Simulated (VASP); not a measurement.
# TiSi2 (Cmcm) in VASP: settings compared

The runs below take TiSi2 through single point, with PBE, r2SCAN.

All numbers are computed with VASP 6.6.1; they aren't measurements. Logs are shortened: lines on timing, memory, paths and dates and some standing lists are left out, and cuts for length are marked.

### 1 The cell of the first run

It takes space group Cmcm (No. 63, orthorhombic). Conventional cell: a = 3.530 Å, b = 13.519 Å, c = 3.565 Å, α = 90.00°, β = 90.00°, γ = 90.00°. Within 3.6 Å of Ti (site symmetry m2m) lie 10 Si at 2.58 to 2.81 Å and 6 Ti at 3.31 to 3.57 Å. Si (site symmetry m2m) has 8 Si at 2.51 to 3.15 Å and 4 Ti at 2.66 to 2.67 Å within 3.3 Å. Si (site symmetry m2m) has 6 Si at 2.38 to 3.15 Å and 6 Ti at 2.58 to 2.81 Å within 3.2 Å.

### 2 Single point, PBE

Contents of INCAR:

```
ALGO = Normal ; EDIFF = 1E-7
ENCUT = 520 ; GGA = PE
ISIF = 2 ; ISMEAR = -1
LASPH = True ; LCHARG = False
LREAL = False ; LWAVE = False
NBANDS = 29 ; NELM = 100
PREC = Accurate ; SIGMA = 0.05
```

Contents of KPOINTS:

```
k-points
0
Gamma
  8 8 8
```

Contents of POSCAR:

```
TiSi2
1.0
    1.7651050250     -6.7592815350      0.0000000000
    1.7651050250      6.7592815350      0.0000000000
    0.0000000000      0.0000000000      3.5651739700
Ti Si
2 4
Direct
    0.1031180800      0.8968819200      0.2500000000
    0.8968819200      0.1031180800      0.7500000000
    0.7503148200      0.2496851800      0.2500000000
    0.2496851800      0.7503148200      0.7500000000
    0.4417485500      0.5582514500      0.2500000000
    0.5582514500      0.4417485500      0.7500000000
```

Potentials or basis: VASP PAW PBE potentials, release 64 (Ti_sv, Si).

Command:

```console
$ cat potpaw_PBE.64/Ti_sv/POTCAR potpaw_PBE.64/Si/POTCAR > POTCAR
$ mpirun -np 1 vasp_std > vasp.out
```

OUTCAR:

```text
EDIFF = 1E-7
   ENCUT = 520
   GGA = PE
   ISIF = 2
   ISMEAR = -1
   LASPH = True
   LREAL = False
   NELM = 100
   PREC = Accurate

 ion  position               nearest neighbor table
   1  0.103  0.897  0.250-   6 2.58   6 2.58   6 2.58   6 2.58   3 2.66   3 2.66   4 2.67   4 2.67
                             5 2.81   5 2.81
   2  0.897  0.103  0.750-   5 2.58   5 2.58   5 2.58   5 2.58   4 2.66   4 2.66   3 2.67   3 2.67
                             6 2.81   6 2.81
   3  0.750  0.250  0.250-   4 2.51   4 2.51   4 2.51   4 2.51   1 2.66   1 2.66   2 2.67   2 2.67
                             5 3.13   5 3.13
   4  0.250  0.750  0.750-   3 2.51   3 2.51   3 2.51   3 2.51   2 2.66   2 2.66   1 2.67   1 2.67
                             6 3.13   6 3.13
   5  0.442  0.558  0.250-   6 2.38   6 2.38   2 2.58   2 2.58   2 2.58   2 2.58   1 2.81   1 2.81
                             3 3.13   3 3.13
   6  0.558  0.442  0.750-   5 2.38   5 2.38   1 2.58   1 2.58   1 2.58   1 2.58   2 2.81   2 2.81
                             4 3.13   4 3.13

  LATTYP: Found a base centered orthorhombic cell.
 ALAT       =     3.5302100500
 B/A-ratio  =     3.8293934011
 C/A-ratio  =     1.0099042039

  Lattice vectors:

 A1 = (   1.7651050250,  -6.7592815350,   0.0000000000)
 A2 = (   1.7651050250,   6.7592815350,   0.0000000000)
 A3 = (   0.0000000000,   0.0000000000,   3.5651739700)

Analysis of symmetry for initial positions (statically):
=====================================================================
 Subroutine PRICEL returns:
 Original cell was already a primitive cell.

 Routine SETGRP: Setting up the symmetry group for a
 base centered orthorhombic supercell.

 Subroutine GETGRP returns: Found  8 space group operations
 (whereof  4 operations were pure point group operations)
 out of a pool of  8 trial point group operations.

The static configuration has the point symmetry C_2h.
 The point group associated with its full space group is D_2h.

Analysis of symmetry for dynamics (positions and initial velocities):
=====================================================================
 Subroutine PRICEL returns:
 Original cell was already a primitive cell.

 Routine SETGRP: Setting up the symmetry group for a
 base centered orthorhombic supercell.

 Subroutine GETGRP returns: Found  8 space group operations
 (whereof  4 operations were pure point group operations)
 out of a pool of  8 trial point group operations.

The dynamic configuration has the point symmetry C_2h.
 The point group associated with its full space group is D_2h.

 Subroutine INISYM returns: Found  8 space group operations
 (whereof  4 operations are pure point group operations),
 and found     1 'primitive' translations

----------------------------------------------------------------------------------------

                                     Primitive cell

  volume of cell :      85.0711

  direct lattice vectors                    reciprocal lattice vectors
     1.765105025 -6.759281535  0.000000000     0.283269263 -0.073972359  0.000000000
     1.765105025  6.759281535  0.000000000     0.283269263  0.073972359  0.000000000
     0.000000000  0.000000000  3.565173970     0.000000000  0.000000000  0.280491221

  length of vectors
     6.985948942  6.985948942  3.565173970     0.292768484  0.292768484  0.280491221

  position of ions in fractional coordinates (direct lattice)
     0.103118080  0.896881920  0.250000000
     0.896881920  0.103118080  0.750000000
     0.750314820  0.249685180  0.250000000
     0.249685180  0.750314820  0.750000000
     0.441748550  0.558251450  0.250000000
     0.558251450  0.441748550  0.750000000

  ion indices of the primitive-cell ions
   primitive index   ion index
                 1           1
                 2           2
                 3           3
                 4           4
                 5           5
                 6           6

----------------------------------------------------------------------------------------

 KPOINTS: k-points

Automatic generation of k-mesh.
 Grid dimensions read from file:
 generate k-points for:    8    8    8

 Generating k-lattice:

  Cartesian coordinates                     Fractional coordinates (reciprocal lattice)
     0.035408658 -0.009246545  0.000000000     0.125000000  0.000000000  0.000000000
     0.035408658  0.009246545  0.000000000     0.000000000  0.125000000  0.000000000
     0.000000000  0.000000000  0.035061403     0.000000000  0.000000000  0.125000000

  Length of vectors
     0.036596061  0.036596061  0.035061403

  Shift w.r.t. Gamma in fractional coordinates (k-lattice)
     0.000000000  0.000000000  0.000000000

 Subroutine IBZKPT returns following result:
 ===========================================

 Found    105 irreducible k-points:

 Following reciprocal coordinates:
            Coordinates               Weight
  0.000000  0.000000  0.000000      1.000000
  0.125000 -0.000000  0.000000      4.000000
  0.250000 -0.000000  0.000000      4.000000
  0.375000  0.000000  0.000000      4.000000
  0.500000 -0.000000  0.000000      2.000000
  0.125000  0.125000  0.000000      2.000000
[... 16 lines left out ...]
  0.125000 -0.000000  0.125000      8.000000
  0.250000 -0.000000  0.125000      8.000000
 [... further k-points ...]
   k-points           NKPTS =    105   k-points in BZ     NKDIM =    105   number of bands    NBANDS=     29
   number of dos      NEDOS =    301   number of ions     NIONS =      6
   total plane-waves  NPLWV =  81648
   dimension x,y,z NGX =    54 NGY =   54 NGZ =   28
   dimension x,y,z NGXF=   108 NGYF=  108 NGZF=   56
   ions per type =               2   4
   NGX,Y,Z   is equivalent  to a cutoff of  12.85, 12.85, 13.06 a.u.
   NGXF,Y,Z  is equivalent  to a cutoff of  25.70, 25.70, 26.11 a.u.
 SYSTEM =  unknown system
   PREC   = accura    normal or accurate (medium, high low for compatibility)
   ISTART =      0    job   : 0-new  1-cont  2-samecut
   ICHARG =      2    charge: 1-file 2-atom 10-const
   ISPIN  =      1    spin polarized calculation?
   LNONCOLLINEAR =      F non collinear calculations
   LSORBIT =      F    spin-orbit coupling
   LASPH  =      T    aspherical Exc in radial PAW
   ENCUT  =  520.0 eV  38.22 Ry    6.18 a.u.  12.99 12.99  6.63*2*pi/ulx,y,z
   NELM   =    100;   NELMIN=  2; NELMDL= -5     # of ELM steps
   EDIFF  = 0.1E-06   stopping-criterion for ELM
   LREAL  =      F    real-space projection
   EDIFFG = 0.1E-05   stopping-criterion for IOM
   NSW    =      0    number of steps for IOM
   IBRION =     -1    ionic relax: 0-MD 1-quasi-New 2-CG
   NFREE  =      0    steps in history (QN), initial steepest desc. (CG)
   ISIF   =      2    stress and relaxation
   ISYM   =      2    0-nonsym 1-usesym 2-fastsym
   POTIM  = 0.5000    time-step for ionic-motion
   TEBEG  =    0.0;   TEEND  =   0.0 temperature during run
   PSTRESS=    0.0 pullay stress
   NELECT =      40.0000    total number of electrons
   NUPDOWN=      -1.0000    fix difference up-down
   EMIN   =  10.00;   EMAX   =-10.00  energy-range for DOS
   EFERMI =   0.00;   METHOD = LEGACY
   ISMEAR =    -1;   SIGMA  =   0.05  broadening in eV -4-tet -1-fermi 0-gaus
   EFERMI_NEDOS =   21; number of points for ismear=-14 and -15
   IALGO  =     38    algorithm
   IMIX   =      4    mixing-type and parameters
     AMIX     =   0.40;   BMIX     =  1.00
     AMIX_MAG =   1.60;   BMIX_MAG =  1.00
  volume/ion in A,a.u.               =      14.18        95.68
  Fermi-wavevector in a.u.,A,eV,Ry     =   1.273017  2.405653 22.049227  1.620572
  Thomas-Fermi vector in A             =   2.405864
   LORBIT       =      0    0 simple, 1 ext, 2 COOP (PROOUT), +10 PAW based schemes
   GGA     = PE    functional components
   LHFCALC =     F    Hartree Fock is set to
   AEXX    =    0.0000 exact exchange contribution
   IVDW    =     0    specifies the selected vdW correction
   LEPSILON=     F    determine dielectric tensor
   LRPA    =     F    only Hartree local field effects (RPA)
 non-spin polarized calculation
  energy-cutoff  :      520.00
  volume of cell :       85.07
 maximum number of plane-waves:      2316
 NGX is ok and might be reduce to    54
   NGX = 25   NGY = 25   NGZ = 13

 number of electron      40.0000005 magnetization

 Free energy of the ion-electron system (eV)
  ---------------------------------------------------
  ext. energy  EPLUGINS =         0.00000000
  ---------------------------------------------------
  free energy    TOTEN  =       -40.74852736 eV

  energy without entropy =      -40.73654083  energy(sigma->0) =      -40.74253409

 E-fermi :  10.5577     XC(G=0): -11.6410

 val. band max:       10.5422347311   @ k =   0.3750   0.2500   0.1250
 cond. band min:      10.5608559675   @ k =  -0.3750   0.3750   0.3750
 fundamental gap:      0.0186212364
 Fermi energy:        10.5577328313

 k-point     1 :       0.0000    0.0000    0.0000
  band No.  band energies     occupation
      1     -46.2739      2.00000
      2     -46.2645      2.00000
      3     -22.6266      2.00000
      4     -22.5876      2.00000
      5     -22.5765      2.00000
      6     -22.5746      2.00000
[... 21 lines left out ...]
     28      13.4825      0.00000
     29      13.6760      0.00000

 k-point     2 :       0.1250   -0.0000    0.0000
  band No.  band energies     occupation
      1     -46.2732      2.00000
      2     -46.2639      2.00000
      3     -22.6247      2.00000
      4     -22.5987      2.00000
      5     -22.5848      2.00000
      6     -22.5755      2.00000
[... 21 lines left out ...]
     28      13.5936      0.00000
     29      13.6153      0.00000

 k-point     3 :       0.2500   -0.0000    0.0000
  band No.  band energies     occupation
      1     -46.2716      2.00000
      2     -46.2625      2.00000
      3     -22.6260      2.00000
      4     -22.6194      2.00000
      5     -22.6090      2.00000
      6     -22.5729      2.00000
[... 21 lines left out ...]
     28      13.5813      0.00000
     29      14.5888      0.00000

 k-point     4 :       0.3750    0.0000    0.0000
  band No.  band energies     occupation
      1     -46.2701      2.00000
      2     -46.2611      2.00000
      3     -22.6524      2.00000
      4     -22.6334      2.00000
      5     -22.6148      2.00000
      6     -22.5703      2.00000
[... 21 lines left out ...]
     28      13.4072      0.00000
     29      14.2298      0.00000

 k-point     5 :       0.5000   -0.0000    0.0000
  band No.  band energies     occupation
      1     -46.2694      2.00000
      2     -46.2605      2.00000
      3     -22.6634      2.00000
      4     -22.6434      2.00000
      5     -22.6128      2.00000
      6     -22.5692      2.00000
[... 21 lines left out ...]
     28      13.5943      0.00000
     29      13.9219      0.00000
[... 510 lines left out ...]
     28      13.6730      0.00000
     29      14.0030      0.00000

 k-point    22 :       0.0000    0.0000    0.1250
  band No.  band energies     occupation
      1     -46.2730      2.00000
      2     -46.2643      2.00000
      3     -22.6242      2.00000
      4     -22.5875      2.00000
      5     -22.5862      2.00000
      6     -22.5743      2.00000
[... 21 lines left out ...]
     28      13.6855      0.00000
     29      13.9597      0.00000

 k-point    23 :       0.1250   -0.0000    0.1250
  band No.  band energies     occupation
      1     -46.2723      2.00000
      2     -46.2638      2.00000
      3     -22.6224      2.00000
      4     -22.5972      2.00000
      5     -22.5864      2.00000
      6     -22.5843      2.00000
[... 21 lines left out ...]
     28      13.8598      0.00000
     29      13.9208      0.00000

 k-point    24 :       0.2500   -0.0000    0.1250
  band No.  band energies     occupation
      1     -46.2708      2.00000
      2     -46.2623      2.00000
      3     -22.6243      2.00000
      4     -22.6173      2.00000
      5     -22.6085      2.00000
      6     -22.5837      2.00000
[... 21 lines left out ...]
     28      13.8909      0.00000
     29      14.1953      0.00000

 [... further k-points ...]

------------------------ aborting loop because EDIFF is reached ----------------------------------------

  FORCE on cell =-STRESS in cart. coord.  units (eV):
  Direction    XX          YY          ZZ          XY          YZ          ZX
  --------------------------------------------------------------------------------------
  -------------------------------------------------------------------------------------
  Total        0.9500166      0.8101994      1.1206972      0.0000000     -0.0000000      0.0000000
  in kB       17.8920435     15.2588112     21.1065403      0.0000000     -0.0000000      0.0000000
  external PRESSURE =      18.0857983 kB  Pullay stress =       0.0000000 kB

 VOLUME and BASIS-vectors are now :
 -----------------------------------------------------------------------------
  energy-cutoff  :      520.00
  volume of cell :       85.07
      direct lattice vectors                 reciprocal lattice vectors
     1.765105025 -6.759281535  0.000000000     0.283269263 -0.073972359  0.000000000
     1.765105025  6.759281535  0.000000000     0.283269263  0.073972359  0.000000000
     0.000000000  0.000000000  3.565173970     0.000000000  0.000000000  0.280491221

 POSITION                                       TOTAL-FORCE (eV/Angst)
 -----------------------------------------------------------------------------------
      1.76511      5.36527      0.89129         0.000000      0.002011      0.000000
      1.76511     -5.36527      2.67388         0.000000     -0.002011      0.000000
      1.76511     -3.38390      0.89129         0.000000     -0.010679     -0.000000
      1.76511      3.38390      2.67388         0.000000      0.010679      0.000000
      1.76511      0.78748      0.89129         0.000000      0.181165      0.000000
      1.76511     -0.78748      2.67388         0.000000     -0.181165     -0.000000
 -----------------------------------------------------------------------------------
    total drift:                                0.000000      0.000000      0.000000

  FREE ENERGIE OF THE ION-ELECTRON SYSTEM (eV)
  ---------------------------------------------------
  free  energy   TOTEN  =       -40.7485273557 eV

  energy  without entropy=      -40.7365408274  energy(sigma->0) =      -40.74253409
```

Wall time 11 min (1 thread of Intel Xeon Platinum 8259CL at 2.50GHz (Skylake/Cascade Lake), shared host); peak memory 0.41 GiB.

What came out:

- Free energy: -40.7485 eV
- Pressure: 1.8 GPa
- Largest force: 0.181 eV/Å
- Band gap on the k mesh: zero (bands 20 and 21 overlap by 1.01 eV)

Forces in eV/Å, atoms in the order of the input:
```
Ti   0.000  0.002  0.000
Ti   0.000 -0.002  0.000
Si   0.000 -0.011  0.000
Si   0.000  0.011  0.000
Si   0.000  0.181  0.000
Si   0.000 -0.181  0.000
```

(Continued in part 2 of 2.)
